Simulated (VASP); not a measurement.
**Pt: single point with pbe exchange, lda correlation**

Crystal: Pt.

```
Pt
1.0
     0.00000    1.92087    1.92087
     1.92087    0.00000    1.92087
     1.92087    1.92087    0.00000
Pt
1
Direct
  0.00000 0.00000 0.00000
```

* Program: VASP 6.6.1
* Task: single point
* Functional: pbe exchange, lda correlation
* Potentials or basis: VASP PAW PBE potentials, release 64 (Pt)
* Cutoff: 500 eV
* k mesh: 9 × 9 × 9
* Occupations: methfessel-paxton, width 0.01 eV
* Spin: non-collinear spin, typed start
* Starting moments: [[-0.051, -0.199, -0.079]] μB

* Pressure: 53.6 GPa
* Band gap on the k mesh: zero (bands 10 and 11 overlap by 2.31 eV)
* Net moment: 0.03 μB per cell
* Valence electrons inside the program's atomic spheres: Pt 9.52

Levels at points of the mesh, in eV from the Fermi level:
```csv
k point,band 8,band 9,band 10,band 11,band 12,band 13
"(0.00, 0.00, 0.00)",-4.16,-1.84,-1.84,-1.81,-1.81,14.88
```

Moments on the atoms (μB; x, y, z):
```
Pt  0.01 0.02 0.01
```

Run time: 2.3 min on 1 thread of Intel(R) Xeon(R) Platinum 8488C (Sapphire Rapids) (shared host), peak memory 0.27 GiB.

Caveat: the cell stands under pressure; the PAW data sets were made with another functional, which shifts forces and pressure a little; spin-orbit coupling is left out, which moves the levels of the heavy elements.
